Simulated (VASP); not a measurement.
Runs of VASP 6.6.1 on Ag. The structure is that of space group Fm-3m (No. 225), or close to it. The cells are those of the table. 

```csv
cell,gap on the mesh (eV),pressure (GPa)
"a = 2.889, b = 2.940, c = 2.940 Å, angles 58.9, 60.6, 60.6°, 1 atom",none,-6.0
"a = 2.889, b = 2.904, c = 2.904 Å, angles 59.7, 60.2, 60.2°, 1 atom",none,(c)
"a = 2.889, b = 2.918, c = 2.918 Å, angles 59.3, 60.3, 60.3°, 1 atom",none,(b)
"a = 2.889, b = 2.875, c = 2.875 Å, angles 60.3, 59.8, 59.8°, 1 atom",none,-1.6
"a = 2.889, b = 2.948, c = 2.948 Å, angles 58.7, 60.7, 60.7°, 1 atom",none,(a)
"a = 2.889, b = 2.832, c = 2.832 Å, angles 61.3, 59.3, 59.3°, 1 atom",none,2.0
"a = 2.889, b = 2.846, c = 2.846 Å, angles 61.0, 59.5, 59.5°, 1 atom",none,0.6
"a = 2.889, b = 2.861, c = 2.861 Å, angles 60.7, 59.7, 59.7°, 1 atom",none,-0.6
```

Alike in all rows: task single point; level PBEsol; potentials or basis VASP PAW PBE potentials, release 64 (Ag); no spin polarisation; k mesh 20 × 20 × 20; cutoff (eV) 520; smearing gaussian 0.15 eV.

Fill in the values left out.

(a) -6.3; (b) -4.6; (c) -3.8.

Caveats: the PAW data sets were made with another functional, which shifts forces and pressure a little.

A k mesh can miss the band edges, and the runs leave out spin-orbit coupling on Ag.

A gap of «none» marks levels without a gap at the run's occupations.
